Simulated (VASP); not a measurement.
# FeCo (Pm-3m) in VASP: single point with PBE

Aim: the single point of FeCo with PBE.

All numbers are computed with VASP 6.6.1; they aren't measurements. Logs are shortened: lines on timing, memory, paths and dates and some standing lists are left out, and cuts for length are marked.

## 1. The cell of the first run

Symmetry: Pm-3m, No. 221, cubic system. The conventional cell has a = 2.846 Å, b = 2.846 Å, c = 2.846 Å, α = 90.00°, β = 90.00°, γ = 90.00°. Within 3.3 Å of Fe (site symmetry m-3m) lie 8 Co at 2.46 Å and 6 Fe at 2.85 Å. Within 3.3 Å of Co (site symmetry m-3m) lie 8 Fe at 2.46 Å and 6 Co at 2.85 Å.

## 2. Single point, PBE, collinear spin, ferromagnetic start

INCAR

```
SYSTEM = FeCo
PREC = Accurate
ENCUT = 600
EDIFF = 1E-6
ISMEAR = 0
SIGMA = 0.05
LREAL = .False.
LASPH = .True.
NELM = 200
ALGO = Normal
ISIF = 2
LWAVE = .False.
LCHARG = .False.
ISPIN = 2
MAGMOM = 2.5 2.5 1.5 1.5
LORBIT = 11
LMAXMIX = 4
GGA = PE
NBANDS = 29
GGA_COMPAT = .False.
```

KPOINTS

```
regular mesh
0
Gamma
  12 12 6
  0 0 0
```

POSCAR

```
FeCo
1.0
    2.8455196141      0.0000000000      0.0000000000
    0.0000000000      2.8455196141      0.0000000000
    0.0000000000      0.0000000000      5.6910392282
Fe Co
2 2
Direct
    0.5000000000      0.5000000000      0.2500000000
    0.5000000000      0.5000000000      0.7500000000
    0.0000000000      0.0000000000      0.0000000000
    0.0000000000      0.0000000000      0.5000000000
```

Potentials or basis: VASP PAW PBE potentials, release 64 (Fe, Co).

Run with:

```console
$ cat potpaw_PBE.64/Fe/POTCAR potpaw_PBE.64/Co/POTCAR > POTCAR
$ mpirun -np 1 vasp_std > vasp.out
```

OUTCAR:

```text
SYSTEM = FeCo
   PREC = Accurate
   ENCUT = 600
   EDIFF = 1E-6
   ISMEAR = 0
   LREAL = .False.
   LASPH = .True.
   NELM = 200
   ISIF = 2
   ISPIN = 2
   LORBIT = 11
   GGA = PE

 ion  position               nearest neighbor table
   1  0.500  0.500  0.250-   3 2.46   4 2.46   3 2.46   4 2.46   3 2.46   4 2.46   3 2.46   4 2.46
                             2 2.85   2 2.85
   2  0.500  0.500  0.750-   3 2.46   4 2.46   3 2.46   4 2.46   3 2.46   4 2.46   3 2.46   4 2.46
                             1 2.85   1 2.85
   3  0.000  0.000  0.000-   1 2.46   2 2.46   1 2.46   2 2.46   1 2.46   2 2.46   1 2.46   2 2.46
                             4 2.85   4 2.85
   4  0.000  0.000  0.500-   1 2.46   2 2.46   1 2.46   2 2.46   1 2.46   2 2.46   1 2.46   2 2.46
                             3 2.85   3 2.85

  LATTYP: Found a simple tetragonal cell.
 ALAT       =     2.8455196141
 C/A-ratio  =     2.0000000000

  Lattice vectors:

 A1 = (   2.8455196141,   0.0000000000,   0.0000000000)
 A2 = (   0.0000000000,   2.8455196141,   0.0000000000)
 A3 = (   0.0000000000,   0.0000000000,   5.6910392282)

Analysis of symmetry for initial positions (statically):
=====================================================================
 Subroutine PRICEL returns following result:

  LATTYP: Found a simple cubic cell.
 ALAT       =     2.8455196141
[... 12 lines left out ...]
 Subroutine GETGRP returns: Found 16 space group operations
 (whereof 16 operations were pure point group operations)
 out of a pool of 16 trial point group operations.

The static configuration has the point symmetry D_4h.

Analysis of symmetry for dynamics (positions and initial velocities):
=====================================================================
 Subroutine PRICEL returns following result:

  LATTYP: Found a simple cubic cell.
 ALAT       =     2.8455196141
[... 12 lines left out ...]
 Subroutine GETGRP returns: Found 16 space group operations
 (whereof 16 operations were pure point group operations)
 out of a pool of 16 trial point group operations.

The dynamic configuration has the point symmetry D_4h.

Analysis of structural, dynamic, and magnetic symmetry:
=====================================================================
 Subroutine PRICEL returns following result:

  LATTYP: Found a simple cubic cell.
 ALAT       =     2.8455196141
[... 12 lines left out ...]
 Subroutine GETGRP returns: Found 16 space group operations
 (whereof 16 operations were pure point group operations)
 out of a pool of 16 trial point group operations.

The overall configuration has the point symmetry D_4h.

 Subroutine INISYM returns: Found 16 space group operations
 (whereof 16 operations are pure point group operations),
 and found     2 'primitive' translations

[... 122 lines left out ...]
   IVDW    =     0    specifies the selected vdW correction
   LEPSILON=     F    determine dielectric tensor
   LRPA    =     F    only Hartree local field effects (RPA)
 spin polarized calculation
 Gauss-broadening in eV      SIGMA  =   0.05
  energy-cutoff  :      600.00
  volume of cell :       46.08
 maximum number of plane-waves:      1572
 NGX is ok and might be reduce to    24
   NGX = 11   NGY = 11   NGZ = 23

 number of electron      33.9999997 magnetization       9.0813376

 Free energy of the ion-electron system (eV)
  ---------------------------------------------------
  ext. energy  EPLUGINS =         0.00000000
  ---------------------------------------------------
  free energy    TOTEN  =       -30.81338770 eV

  energy without entropy =      -30.81119543  energy(sigma->0) =      -30.81229157

 E-fermi :   8.1009     XC(G=0): -13.0436

 val. band max:        8.0799811161   @ k =   0.2500   0.0833   0.0000
 cond. band min:       8.1018012763   @ k =   0.5000   0.1667   0.0000
 fundamental gap:      0.0218201602
 Fermi energy:         8.1008758870

 spin component 1

 k-point     1 :       0.0000    0.0000    0.0000
  band No.  band energies     occupation
      1      -0.9360      1.00000
      2       2.6764      1.00000
      3       2.6764      1.00000
      4       2.7836      1.00000
      5       2.8376      1.00000
      6       4.3254      1.00000
[... 757 lines left out ...]
     28      17.3595      0.00000
     29      18.2445      0.00000

 [... further k-points ...]

 spin component 2

 k-point     1 :       0.0000    0.0000    0.0000
  band No.  band energies     occupation
      1      -0.7778      1.00000
      2       3.3304      1.00000
      3       3.4858      1.00000
      4       4.5775      1.00000
      5       4.5776      1.00000
      6       6.4281      1.00000
[... 757 lines left out ...]
     28      18.3549      0.00000
     29      18.8963      0.00000

 [... further k-points ...]
[... 5 lines left out ...]
  --------------------------------------------------------------------------------------
  -------------------------------------------------------------------------------------
  Total       -0.1916749     -0.1916749     -0.1918191      0.0000000      0.0000000      0.0000000
  in kB       -6.6643993     -6.6643993     -6.6694146      0.0000000      0.0000000      0.0000000
  external PRESSURE =      -6.6660711 kB  Pullay stress =       0.0000000 kB

 VOLUME and BASIS-vectors are now :
 -----------------------------------------------------------------------------
  energy-cutoff  :      600.00
  volume of cell :       46.08
      direct lattice vectors                 reciprocal lattice vectors
     2.845519614  0.000000000  0.000000000     0.351429663  0.000000000  0.000000000
     0.000000000  2.845519614  0.000000000     0.000000000  0.351429663  0.000000000
     0.000000000  0.000000000  5.691039228     0.000000000  0.000000000  0.175714832

 POSITION                                       TOTAL-FORCE (eV/Angst)
 -----------------------------------------------------------------------------------
      1.42276      1.42276      1.42276        -0.000000     -0.000000      0.000000
      1.42276      1.42276      4.26828         0.000000      0.000000      0.000000
      0.00000      0.00000      0.00000        -0.000000     -0.000000      0.000000
      0.00000      0.00000      2.84552        -0.000000     -0.000000      0.000000
 -----------------------------------------------------------------------------------
    total drift:                                0.000000     -0.000000      0.000000

  FREE ENERGIE OF THE ION-ELECTRON SYSTEM (eV)
  ---------------------------------------------------
  free  energy   TOTEN  =       -30.8133877047 eV

  energy  without entropy=      -30.8111954298  energy(sigma->0) =      -30.81229157

 total charge

# of ion       s       p       d       tot
------------------------------------------
    1        0.472   0.528   6.147   7.148
    2        0.472   0.528   6.147   7.148
    3        0.483   0.511   7.239   8.233
    4        0.483   0.511   7.239   8.233
--------------------------------------------------
tot          1.911   2.079  26.772  30.762

 magnetization (x)

# of ion       s       p       d       tot
------------------------------------------
    1        0.001  -0.041   2.830   2.790
    2        0.001  -0.041   2.830   2.790
    3       -0.010  -0.051   1.829   1.768
    4       -0.010  -0.051   1.829   1.768
--------------------------------------------------
tot         -0.018  -0.184   9.318   9.115
```

OSZICAR:

```text
N       E                     dE             d eps       ncg     rms          rms(c)
DAV:   1     0.246622429775E+03    0.24662E+03   -0.15907E+04 13088   0.170E+03
DAV:   2    -0.189794748074E+02   -0.26560E+03   -0.24823E+03 12997   0.321E+02
DAV:   3    -0.341721910597E+02   -0.15193E+02   -0.14016E+02 13907   0.105E+02
DAV:   4    -0.344248843165E+02   -0.25269E+00   -0.25221E+00 16119   0.138E+01
DAV:   5    -0.344338289117E+02   -0.89446E-02   -0.89435E-02 17784   0.202E+00    0.219E+01
DAV:   6    -0.312190420953E+02    0.32148E+01   -0.27260E+01 14192   0.746E+01    0.127E+01
DAV:   7    -0.308764498769E+02    0.34259E+00   -0.28247E+00 14657   0.244E+01    0.792E+00
DAV:   8    -0.310334828190E+02   -0.15703E+00   -0.99309E-01 16007   0.222E+01    0.779E+00
DAV:   9    -0.309128362881E+02    0.12065E+00   -0.14335E+00 15942   0.244E+01    0.472E+00
DAV:  10    -0.308128620127E+02    0.99974E-01   -0.19375E-01 16555   0.107E+01    0.717E-01
DAV:  11    -0.308139414678E+02   -0.10795E-02   -0.22402E-02 18131   0.136E+00    0.436E-01
DAV:  12    -0.308133549010E+02    0.58657E-03   -0.37406E-03 15669   0.131E+00    0.860E-02
DAV:  13    -0.308133960751E+02   -0.41174E-04   -0.33353E-04 16401   0.168E-01    0.522E-02
DAV:  14    -0.308133930539E+02    0.30212E-05   -0.10134E-04 17538   0.189E-01    0.381E-02
DAV:  15    -0.308133888764E+02    0.41775E-05   -0.12078E-05 17226   0.667E-02    0.150E-02
DAV:  16    -0.308133876321E+02    0.12443E-05   -0.29843E-06  8127   0.287E-02    0.254E-03
DAV:  17    -0.308133877047E+02   -0.72605E-07   -0.77761E-07  7733   0.120E-02
   1 F= -.30813388E+02 E0= -.30812292E+02  d E =-.219227E-02  mag=     9.0813
```

Run time: 5.7 min. Hardware: 1 thread of Intel Xeon Platinum 8259CL at 2.50GHz (Skylake/Cascade Lake), shared host; peak memory 0.39 GiB.

Results:

```yaml
Free_energy: -30.8134 eV
Pressure: -0.7 GPa
Net_moment: 9.08 μB per cell
Site_moments: Fe +2.79; Co +1.77 μB
Valence_electrons_inside_the_program's_atomic_spheres: Fe 7.15; Co 8.23
```
